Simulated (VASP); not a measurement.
A run of VASP 6.6.1 is set up as follows.

The input INCAR:

```
SYSTEM = SnO2
PREC     = Accurate       ! precision mode
ENCUT    = 520            ! plane-wave cutoff, eV
EDIFF    = 1E-6           ! SCF threshold, eV
ISMEAR   = 0              ! smearing method
SIGMA    = 0.02           ! smearing width, eV
LREAL    = Auto         
LASPH    = .True.         ! aspherical terms in the spheres
NELM     = 80             ! most SCF steps
ALGO     = Normal         ! electronic algorithm
ISIF     = 2              ! what is computed and relaxed
LWAVE    = .False.        ! write WAVECAR
LCHARG   = .True.         ! write CHGCAR
GGA      = PE             ! functional
LELF     = .True.         ! ELF
LVHAR    = .True.       
NBANDS   = 122            ! bands
```

File KPOINTS:

```
regular mesh
0
Gamma
  3 3 3
  0 0 0
```

POSCAR

```
SnO2
1.0
   -4.8271899931      4.8271899931      0.0000000000
   -4.8271899931     -4.8271899931      0.0000000000
    4.8271899931      0.0000000000      6.4763047095
Sn O
8 16
Direct
    0.6250000000      0.1250000000      0.2500000000
    0.8750000000      0.3750000000      0.7500000000
    0.1250000000      0.6250000000      0.2500000000
    0.3750000000      0.8750000000      0.7500000000
    0.5000000000      0.5000000000      0.0000000000
    0.7500000000      0.7500000000      0.5000000000
    0.0000000000      1.0000000000      0.0000000000
    0.2500000000      0.2500000000      0.5000000000
    0.9315765205      0.1250000000      0.2500000000
    0.1815765205      0.3750000000      0.7500000000
    0.4315765205      0.6250000000      0.2500000000
    0.6815765205      0.8750000000      0.7500000000
    0.3184234795      0.1250000000      0.2500000000
    0.5684234795      0.3750000000      0.7500000000
    0.8184234795      0.6250000000      0.2500000000
    0.0684234795      0.8750000000      0.7500000000
    0.5000000000      0.1934234795      0.0000000000
    0.7500000000      0.4434234795      0.5000000000
    0.0000000000      0.6934234795      0.0000000000
    0.2500000000      0.9434234795      0.5000000000
    0.5000000000      0.8065765205      0.0000000000
    0.7500000000      0.0565765205      0.5000000000
    0.0000000000      0.3065765205      0.0000000000
    0.2500000000      0.5565765205      0.5000000000
```

Potentials or basis: VASP PAW PBE potentials, release 64 (Sn_d, O).

The run is started by

```console
$ cat potpaw_PBE.64/Sn_d/POTCAR potpaw_PBE.64/O/POTCAR > POTCAR
$ mpirun -np 1 vasp_std > vasp.out
```

**Question.** Estimate the pressure.

**Answer.** 0.6 GPa.

**Question.** Predict the largest force.

**Answer.** 0.017 eV/Å.

**Question.** Estimate the band gap on the k mesh.

**Answer.** 0.67 eV.

Forces in eV/Å, atoms in the order of the input:
```
Sn   0.000  0.000  0.000
Sn   0.000  0.000  0.000
Sn   0.000  0.000  0.000
Sn   0.000  0.000  0.000
Sn   0.000  0.000  0.000
Sn   0.000  0.000  0.000
Sn   0.000  0.000  0.000
Sn   0.000  0.000  0.000
O    0.012 -0.012  0.000
O    0.012 -0.012  0.000
O    0.012 -0.012  0.000
O    0.012 -0.012  0.000
O   -0.012  0.012  0.000
O   -0.012  0.012  0.000
O   -0.012  0.012  0.000
O   -0.012  0.012  0.000
O   -0.012 -0.012  0.000
O   -0.012 -0.012  0.000
O   -0.012 -0.012  0.000
O   -0.012 -0.012  0.000
O    0.012  0.012  0.000
O    0.012  0.012  0.000
O    0.012  0.012  0.000
O    0.012  0.012  0.000
```

Caveat: semilocal functionals underestimate gaps, and a narrow one can read as zero; spin-orbit coupling is left out, which moves the levels of the heavy elements.
